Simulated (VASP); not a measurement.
# H7C2O in VASP: notebook, part 2 of 2

VASP 6.6.1.

## (3) Single point, r2SCAN+D3(BJ)

Input file POSCAR:

```
H7C2O
1.0
    8.1979110000      0.0000000000      0.0000000000
    0.0000000000      8.2041280000      0.0000000000
    0.0000000000      0.0000000000      8.2281980000
O C H
4 8 28
Direct
    0.6590093501      0.2210106912      0.8605894024
    0.8217581284      0.3635852585      1.0277584472
    0.3925268279      0.5895568670      0.5132594038
    0.4257670033      0.6239541850      0.7787488828
    0.6953844705      0.3553576931      0.9497097663
    0.3590182914      0.6542438148      0.6528768510
    0.6828446906     -0.0689409039      0.5667462062
    0.7588274623      0.8207331724      0.0423057394
    0.9456555457      0.4972252993      0.6481856659
    0.2204220075      0.2032757168      0.1778032079
    0.6591313324      0.3301386814      0.4030287069
    0.2418664950      0.1193911163      0.7126104646
    0.7287588265      0.1308609520      0.8761092040
    0.6022265916      0.4376942924      0.9431226619
    0.4892221933      0.5210547666      0.5329477973
    0.2672022177      0.7509024725      0.6410395083
    0.5624115705     -0.0123718206      0.5328505707
    0.7833459036      0.0222814661      0.5554193032
    0.7100955353     -0.1609068020      0.4813326077
    0.6611806349     -0.1107978813      0.6867846398
    0.8192696896      0.8434290640     -0.0710240565
    0.8259299229      0.7464169257      0.1218492798
    0.6433346251      0.7670772567      0.0066964845
    0.7233306143      0.9368454515      0.0914781098
    1.0409359165      0.5280756224      0.7287379327
    0.8901901960      0.3911689335      0.7011255684
    0.9984616813      0.4593419313      0.5298973117
    0.8548397269      0.5931648068      0.6383293158
    0.1872672197      0.1347492384      0.2805839140
    0.1191035131      0.2112960695      0.0955859351
    0.2995275260      0.1243520335      0.1069857580
    0.2653358886      0.3134032039      0.2276561648
    0.6732934768      0.4610118223      0.3999539146
    0.6576675448      0.2915483522      0.5351353966
    0.7602424569      0.2752029222      0.3517781172
    0.5484445977      0.2955829066      0.3400258477
    0.2926965174      0.0346776647      0.7995553826
    0.3431361965      0.1526182917      0.6252280268
    0.1863157578      0.2258131516      0.7818479818
    0.1516849841      0.0638824748      0.6317300580
```

Input file INCAR.step1:

```
PREC = Accurate
ENCUT = 520
ISMEAR = -1
SIGMA = 0.02
LREAL = Auto
LASPH = True
NELM = 80
NBANDS = 68
GGA = PE
ALGO = Normal
EDIFF = 1E-4
LWAVE = True
LCHARG = False
```

Input file INCAR.step2:

```
PREC = Accurate
ENCUT = 520
EDIFF = 1E-6
ISMEAR = -1
SIGMA = 0.02
LREAL = Auto
LASPH = True
NELM = 80
ALGO = Normal
ISIF = 2
LWAVE = False
LCHARG = True
METAGGA = R2SCAN
LMIXTAU = True
IVDW = 12
VDW_S6 = 1.0
VDW_S8 = 0.78981345
VDW_A1 = 0.49484001
VDW_A2 = 5.73083694
LELF = True
LVHAR = True
NBANDS = 68
ISTART = 1
```

Input file KPOINTS:

```
Automatic mesh
0
Gamma
  1 1 1
```

Potentials or basis: VASP PAW PBE potentials, release 64 (O, C, H).

Run with:

```
cat potpaw_PBE.64/O/POTCAR potpaw_PBE.64/C/POTCAR potpaw_PBE.64/H/POTCAR > POTCAR
cp INCAR.step1 INCAR
mpirun -np 1 vasp_gam > vasp.out
cp INCAR.step2 INCAR
mpirun -np 1 vasp_gam > vasp.out
```

OUTCAR:

```text
PREC = Accurate
   ENCUT = 520
   EDIFF = 1E-6
   ISMEAR = -1
   LREAL = Auto
   LASPH = True
   NELM = 80
   ISIF = 2
   METAGGA = R2SCAN
   IVDW = 12
   ISTART = 1
 IVDW          = 12

 ion  position               nearest neighbor table
   1  0.659  0.221  0.861-  13 0.94   5 1.36
   2  0.822  0.364  0.028-   5 1.22
   3  0.393  0.590  0.513-  15 0.99   6 1.29
   4  0.426  0.624  0.779-   6 1.20
   5  0.695  0.355  0.950-  14 1.02   2 1.22   1 1.36
   6  0.359  0.654  0.653-  16 1.10   4 1.20   3 1.29
   7  0.683  0.931  0.567-  19 1.06  20 1.06  18 1.12  17 1.13
   8  0.759  0.821  0.042-  22 1.05  21 1.07  24 1.08  23 1.08
   9  0.946  0.497  0.648-  25 1.06  26 1.07  28 1.09  27 1.11
  10  0.220  0.203  0.178-  29 1.05  32 1.06  30 1.07  31 1.09
  11  0.659  0.330  0.403-  35 1.03  33 1.08  36 1.08  34 1.13
  12  0.242  0.119  0.713-  37 1.08  40 1.09  38 1.13  39 1.14
  13  0.729  0.131  0.876-   1 0.94
  14  0.602  0.438  0.943-   5 1.02
  15  0.489  0.521  0.533-   3 0.99
  16  0.267  0.751  0.641-   6 1.10
  17  0.562  0.988  0.533-   7 1.13
  18  0.783  0.022  0.555-   7 1.12
[... 20 lines left out ...]
  39  0.186  0.226  0.782-  12 1.14
  40  0.152  0.064  0.632-  12 1.09

  LATTYP: Found a simple orthorhombic cell.
 ALAT       =     8.1979110000
 B/A-ratio  =     1.0007583639
 C/A-ratio  =     1.0036944778

  Lattice vectors:

 A1 = (   8.1979110000,   0.0000000000,   0.0000000000)
 A2 = (   0.0000000000,   8.2041280000,   0.0000000000)
 A3 = (   0.0000000000,   0.0000000000,   8.2281980000)

Analysis of symmetry for initial positions (statically):
=====================================================================
 Subroutine PRICEL returns:
 Original cell was already a primitive cell.

 Routine SETGRP: Setting up the symmetry group for a
 simple orthorhombic supercell.

 Subroutine GETGRP returns: Found  1 space group operations
 (whereof  1 operations were pure point group operations)
 out of a pool of  8 trial point group operations.

The static configuration has the point symmetry C_1 .

Analysis of symmetry for dynamics (positions and initial velocities):
=====================================================================
 Subroutine PRICEL returns:
 Original cell was already a primitive cell.

 Routine SETGRP: Setting up the symmetry group for a
 simple orthorhombic supercell.

 Subroutine GETGRP returns: Found  1 space group operations
 (whereof  1 operations were pure point group operations)
 out of a pool of  8 trial point group operations.

The dynamic configuration has the point symmetry C_1 .

 Subroutine INISYM returns: Found  1 space group operations
 (whereof  1 operations are pure point group operations),
 and found     1 'primitive' translations

----------------------------------------------------------------------------------------

                                     Primitive cell

  volume of cell :     553.4015

  direct lattice vectors                    reciprocal lattice vectors
     8.197911000  0.000000000  0.000000000     0.121982295  0.000000000  0.000000000
     0.000000000  8.204128000  0.000000000     0.000000000  0.121889858  0.000000000
[... 111 lines left out ...]
 Subroutine IBZKPT returns following result:
 ===========================================

 Found      1 irreducible k-points:

 Following reciprocal coordinates:
            Coordinates               Weight
  0.000000  0.000000  0.000000      1.000000
   k-points           NKPTS =      1   k-points in BZ     NKDIM =      1   number of bands    NBANDS=     68
   number of dos      NEDOS =    301   number of ions     NIONS =     40
   total plane-waves  NPLWV = 262144
   dimension x,y,z NGX =    64 NGY =   64 NGZ =   64
   dimension x,y,z NGXF=   128 NGYF=  128 NGZF=  128
   ions per type =               4   8  28
   NGX,Y,Z   is equivalent  to a cutoff of  12.98, 12.97, 12.93 a.u.
   NGXF,Y,Z  is equivalent  to a cutoff of  25.96, 25.94, 25.86 a.u.
 SYSTEM =  unknown system
   PREC   = accura    normal or accurate (medium, high low for compatibility)
   ISTART =      1    job   : 0-new  1-cont  2-samecut
   ICHARG =      0    charge: 1-file 2-atom 10-const
   ISPIN  =      1    spin polarized calculation?
   LNONCOLLINEAR =      F non collinear calculations
   LSORBIT =      F    spin-orbit coupling
   LASPH  =      T    aspherical Exc in radial PAW
   ENCUT  =  520.0 eV  38.22 Ry    6.18 a.u.  15.24 15.25 15.30*2*pi/ulx,y,z
   NELM   =     80;   NELMIN=  2; NELMDL=  0     # of ELM steps
   EDIFF  = 0.1E-05   stopping-criterion for ELM
   LREAL  =      T    real-space projection
   EDIFFG = 0.1E-04   stopping-criterion for IOM
   NSW    =      0    number of steps for IOM
   IBRION =     -1    ionic relax: 0-MD 1-quasi-New 2-CG
   NFREE  =      0    steps in history (QN), initial steepest desc. (CG)
   ISIF   =      2    stress and relaxation
   ISYM   =      2    0-nonsym 1-usesym 2-fastsym
   POTIM  = 0.5000    time-step for ionic-motion
   TEBEG  =    0.0;   TEEND  =   0.0 temperature during run
   PSTRESS=    0.0 pullay stress
   NELECT =      84.0000    total number of electrons
   NUPDOWN=      -1.0000    fix difference up-down
   EMIN   =  10.00;   EMAX   =-10.00  energy-range for DOS
   EFERMI =   0.00;   METHOD = LEGACY
   ISMEAR =    -1;   SIGMA  =   0.02  broadening in eV -4-tet -1-fermi 0-gaus
   EFERMI_NEDOS =   21; number of points for ismear=-14 and -15
   IALGO  =     38    algorithm
   IMIX   =      4    mixing-type and parameters
     AMIX     =   0.40;   BMIX     =  1.00
     AMIX_MAG =   1.60;   BMIX_MAG =  1.00
  volume/ion in A,a.u.               =      13.84        93.36
  Fermi-wavevector in a.u.,A,eV,Ry     =   0.873282  1.650264 10.376093  0.762621
  Thomas-Fermi vector in A             =   1.992650
   LORBIT       =      0    0 simple, 1 ext, 2 COOP (PROOUT), +10 PAW based schemes
   METAGGA = R2SCAN    functional components
   LHFCALC =     F    Hartree Fock is set to
   AEXX    =    0.0000 exact exchange contribution
   IVDW    =    12    specifies the selected vdW correction
   LEPSILON=     F    determine dielectric tensor
   LRPA    =     F    only Hartree local field effects (RPA)
 non-spin polarized calculation
  energy-cutoff  :      520.00
  volume of cell :      553.40
 maximum number of plane-waves:      7430
 NGX is ok and might be reduce to    64
   NGX = 31   NGY = 31   NGZ = 31

 number of electron      83.9999994 magnetization

 Free energy of the ion-electron system (eV)
  ---------------------------------------------------
  ext. energy  EPLUGINS =         0.00000000
  ---------------------------------------------------
  free energy    TOTEN  =      -214.54116403 eV

  energy without entropy =     -214.54116403  energy(sigma->0) =     -214.54116403

 E-fermi :  -4.2133     XC(G=0):  -5.5171

 val. band max:       -4.7476889777   @ k =   0.0000   0.0000   0.0000
 cond. band min:       0.8047511385   @ k =   0.0000   0.0000   0.0000
 fundamental gap:      5.5524401162
 Fermi energy:        -4.2133402725

 k-point     1 :       0.0000    0.0000    0.0000
  band No.  band energies     occupation
      1     -27.9220      2.00000
      2     -27.0731      2.00000
      3     -25.2240      2.00000
      4     -24.6627      2.00000
      5     -16.2620      2.00000
      6     -16.0856      2.00000
[... 46 lines left out ...]
     53       4.1411      0.00000
     54       4.1886      0.00000
 [bands above 54 left out]

------------------------ aborting loop because EDIFF is reached ----------------------------------------

 Edisp (eV)   -0.56084

 E8    (eV) :    -0.0876

  FORCE on cell =-STRESS in cart. coord.  units (eV):
  Direction    XX          YY          ZZ          XY          YZ          ZX
  --------------------------------------------------------------------------------------
  -------------------------------------------------------------------------------------
  Total       3.34775     4.79033     3.58499    -1.47506    -0.80602     0.65276
  in kB       9.69221    13.86871    10.37906    -4.27052    -2.33354     1.88982
  external pressure =       11.31 kB  Pullay stress =        0.00 kB

 VOLUME and BASIS-vectors are now :
 -----------------------------------------------------------------------------
  energy-cutoff  :      520.00
  volume of cell :      553.40
      direct lattice vectors                 reciprocal lattice vectors
     8.197911000  0.000000000  0.000000000     0.121982295  0.000000000  0.000000000
     0.000000000  8.204128000  0.000000000     0.000000000  0.121889858  0.000000000
     0.000000000  0.000000000  8.228198000     0.000000000  0.000000000  0.121533293

 POSITION                                       TOTAL-FORCE (eV/Angst)
 -----------------------------------------------------------------------------------
      5.40250      1.81320      7.08110        -1.901353      1.376490     -0.564884
      6.73670      2.98290      0.22840        -0.889964      0.484398     -0.280722
      3.21790      4.83680      4.22320         0.937639     -1.034275     -1.372811
      3.49040      5.11900      6.40770         0.746934     -0.493939      1.317603
      5.70070      2.91540      7.81440         3.476305     -3.289101      0.741871
      2.94320      5.36750      5.37200        -1.050419      1.793597      0.529577
[... 32 lines left out ...]
      1.52740      1.85260      6.43320         0.749182     -0.942929     -0.984745
      1.24350      0.52410      5.19800        -0.207100     -0.133294      0.468665
 -----------------------------------------------------------------------------------
    total drift:                               -0.022624     -0.020858      0.001308

  FREE ENERGIE OF THE ION-ELECTRON SYSTEM (eV)
  ---------------------------------------------------
  free  energy   TOTEN  =      -215.1020006351 eV

  energy  without entropy=     -215.1020006351  energy(sigma->0) =     -215.10200064
```

Wall time 3.8 min (1 thread of Intel Xeon Platinum 8488C (Sapphire Rapids), shared host); peak memory 0.63 GiB.

What came out:

* Free energy: -215.1020 eV
* Pressure: 1.1 GPa
* Largest force: 4.843 eV/Å
* Band gap on the k mesh: 5.55 eV
* Dispersion energy per atom: -0.014 eV

Forces on the atoms (eV/Å):
```
O   -1.901  1.376 -0.565
O   -0.890  0.484 -0.281
O    0.938 -1.034 -1.373
O    0.747 -0.494  1.318
C    3.476 -3.289  0.742
C   -1.050  1.794  0.530
C   -0.801  2.252 -0.716
C   -1.485  0.736 -1.158
C   -0.181 -0.711 -1.112
C   -0.134 -1.225 -0.973
C   -1.395  0.397  2.366
C    0.300  1.167 -0.709
H    1.285 -0.747  0.436
H   -2.055  2.157 -0.264
H   -0.360 -0.155 -0.403
H   -0.288 -0.117 -0.039
H    1.093 -0.190 -0.072
H   -0.790 -0.418  0.426
H    0.106 -1.183 -0.561
H    0.385 -0.575  0.929
H    0.744 -0.039 -0.403
H    0.706 -0.665  0.794
H   -0.170 -0.537  0.135
H    0.213  0.496  0.628
H    0.910  0.629  0.734
H   -0.372 -0.445  0.081
H   -0.367  0.444  0.427
H    0.113  0.111 -0.141
H   -0.703 -0.988  1.092
H   -0.769  0.759  0.108
H    0.981  0.402  0.230
H    0.623  1.090 -0.422
H    0.195  0.343 -0.259
H   -0.311  0.279 -1.151
H    1.691 -0.809 -1.074
H   -0.173 -0.159  0.010
H   -0.075 -0.333  0.121
H   -0.774  0.273  1.083
H    0.749 -0.943 -0.985
H   -0.207 -0.133  0.469
```

Levels at points of the mesh, in eV from the valence-band top:
| k point | band 39 | band 40 | band 41 | band 42 | band 43 | band 44 | band 45 | band 46 |
| --- | --- | --- | --- | --- | --- | --- | --- | --- |
| (0.00, 0.00, 0.00) | -1.56 | -1.28 | -0.31 | 0.00 | 5.55 | 5.86 | 6.03 | 7.61 |

Caveat: the k points lie up to 0.77 Å⁻¹ apart; the PAW data sets were made with another functional, which shifts forces and pressure a little.

## (4) Single point, r2SCAN+D3(BJ)

This run uses another cell than the first one, of 13.91 Å³/atom, 1.007 times its volume.

Input file POSCAR:

```
H7C2O
1.0
    8.2058770000      0.0000000000      0.0000000000
    0.0000000000      8.2128300000      0.0000000000
    0.0000000000      0.0000000000      8.2581590000
O C H
4 8 28
Direct
    0.6668878902      0.2236987737      0.8607850733
    0.8228127231      0.3677295159      1.0305928961
    0.3964841296      0.5945940681      0.5095687792
    0.4250977683      0.6155856142      0.7801859955
    0.6998764422      0.3554560365      0.9554550839
    0.3582919900      0.6610510628      0.6566354559
    0.6784162132     -0.0717170573      0.5687345085
    0.7495116000      0.8159428601      0.0372480113
    0.9439210459      0.4938614339      0.6479410241
    0.2241198595      0.1955233458      0.1709339818
    0.6561151233      0.3349271810      0.4114839639
    0.2400352820      0.1111797030      0.7071551904
    0.7561653678      0.1540151202      0.8829813037
    0.6089050567      0.4426854081      0.9474750971
    0.4880526481      0.5219151011      0.5192077314
    0.2520998060      0.7385274016      0.6505324007
    0.5725530617     -0.0052600626      0.5140249782
    0.7818055279      0.0118473169      0.5664700813
    0.7080778813     -0.1777341063      0.4989731973
    0.6657423698     -0.1070033107      0.6908682674
    0.8269804678      0.8384564151     -0.0645543395
    0.8181331502      0.7509956982      0.1252216142
    0.6436240758      0.7412061372      0.0051827532
    0.7107710730      0.9253083286      0.0914973906
    1.0522945933      0.5342859891      0.7072278458
    0.8847805055      0.3951743796      0.7085961895
    0.9700730342      0.4553485218      0.5190260929
    0.8598349695      0.5978207268      0.6397067434
    0.1761420504      0.1267894258      0.2666211682
    0.1254466768      0.2227246881      0.0845345797
    0.3338704687      0.1521156532      0.1147471246
    0.2618367299      0.3162247362      0.1989426457
    0.6730907617      0.4667575002      0.3913463037
    0.6474384152      0.3040243132      0.5461871102
    0.7558728945      0.2806340811      0.3534080659
    0.5471444429      0.2929806169      0.3511436387
    0.2713786717      0.0303671207      0.8074196682
    0.3529787249      0.1322930098      0.6328286970
    0.2044022839      0.2386144605      0.7525284994
    0.1318323441      0.0542443957      0.6511499718
```

Input file INCAR.step1:

```
SYSTEM = H7C2O
PREC = Accurate
ENCUT = 520
ISMEAR = -1
SIGMA = 0.02
LREAL = Auto
LASPH = .True.
NELM = 100
NBANDS = 68
GGA = PE
ALGO = Normal
EDIFF = 1E-4
LWAVE = .True.
LCHARG = .False.
```

Input file INCAR.step2:

```
SYSTEM = H7C2O
PREC = Accurate
ENCUT = 520
EDIFF = 1E-6
ISMEAR = -1
SIGMA = 0.02
LREAL = Auto
LASPH = .True.
NELM = 100
ALGO = Normal
ISIF = 2
LWAVE = .False.
LCHARG = .False.
METAGGA = R2SCAN
LMIXTAU = .True.
IVDW = 12
VDW_S6 = 1.0
VDW_S8 = 0.78981345
VDW_A1 = 0.49484001
VDW_A2 = 5.73083694
NBANDS = 68
ISTART = 1
```

Input file KPOINTS:

```
regular mesh
0
Gamma
  1 1 1
  0 0 0
```

Run with:

```
cat potpaw_PBE.64/O/POTCAR potpaw_PBE.64/C/POTCAR potpaw_PBE.64/H/POTCAR > POTCAR
cp INCAR.step1 INCAR
mpirun -np 1 vasp_gam > vasp.out
cp INCAR.step2 INCAR
mpirun -np 1 vasp_gam > vasp.out
```

It took 4.7 min on 1 thread of Intel Xeon Platinum 8488C (Sapphire Rapids), shared host; peak memory 0.64 GiB.

Results (log left out):

```
Free energy                : -215.2033 eV
Pressure                   : 0.5 GPa
Largest force              : 2.607 eV/Å
Band gap on the k mesh     : 5.56 eV
Dispersion energy per atom : -0.014 eV
```

Forces on the atoms (eV/Å):
```
O   -1.007  1.047  0.160
O    1.457  0.163  1.181
O   -1.040  1.420  0.341
O   -0.216  0.743 -0.178
C    0.202 -1.523 -1.021
C    1.040 -2.381 -0.204
C   -0.037  1.310 -1.174
C   -0.507 -1.037 -0.269
C   -0.459  0.433 -2.109
C   -0.328  1.376 -1.882
C   -0.992  0.830  1.698
C    0.096  1.441  0.386
H    1.002 -1.199 -0.028
H   -1.769  1.482 -0.179
H    0.350 -0.313  0.293
H   -0.143  0.571 -0.221
H    0.629 -0.712  0.679
H    0.074  0.001 -0.218
H    0.074 -0.406 -0.473
H   -0.736 -0.264  1.162
H    0.260  0.091 -0.627
H    0.590 -0.550  0.634
H    0.183  0.265 -0.173
H   -0.504  1.245  0.431
H    0.570 -0.066  0.410
H   -0.062 -0.403  0.375
H   -0.009  0.318  1.188
H    0.081 -0.239  0.125
H   -0.116 -0.686  1.239
H    0.367 -0.631 -0.111
H    0.046 -1.010 -0.410
H    0.028  0.976  1.193
H   -0.191 -0.348  0.157
H    0.296  0.340 -1.534
H    1.298 -0.870 -0.334
H   -0.409  0.016 -0.122
H    0.153  0.365  0.196
H   -1.227 -0.555  0.152
H    0.296 -1.651 -0.261
H    0.660  0.412 -0.469
```

Stress tensor (GPa, compression positive):
```
 0.86 -0.74  0.31
-0.74  0.37  0.12
 0.31  0.12  0.28
```

Levels at points of the mesh, in eV from the valence-band top:
```
           k point  band 38  band 39  band 40  band 41  band 42  band 43  band 44  band 45  band 46  band 47
(0.00, 0.00, 0.00)    -1.55    -1.33    -1.16    -0.15     0.00     5.56     5.89     6.22     7.82     8.02
```

Caveat: the k points lie up to 0.77 Å⁻¹ apart; the PAW data sets were made with another functional, which shifts forces and pressure a little.

## (5) The runs side by side

```tsv
cell	gap on the mesh (eV)	pressure (GPa)	largest force (eV/Å)
a = 8.199, b = 8.207, c = 8.212 Å, 40 atoms	5.61	0.5	3.56
a = 8.198, b = 8.204, c = 8.228 Å, 40 atoms	5.55	1.1	4.84
a = 8.206, b = 8.213, c = 8.258 Å, 40 atoms	5.56	0.5	2.61
```

Alike in all rows: task single point; level r2SCAN+D3(BJ); potentials or basis VASP PAW PBE potentials, release 64 (O, C, H); no spin polarisation; k mesh 1 × 1 × 1; cutoff (eV) 520; smearing fermi-dirac 0.02 eV.

Caveats: all runs use coarse meshes; the PAW data sets were made with another functional, which shifts forces and pressure a little.

Absolute energies hang on the potentials; compare differences alone.
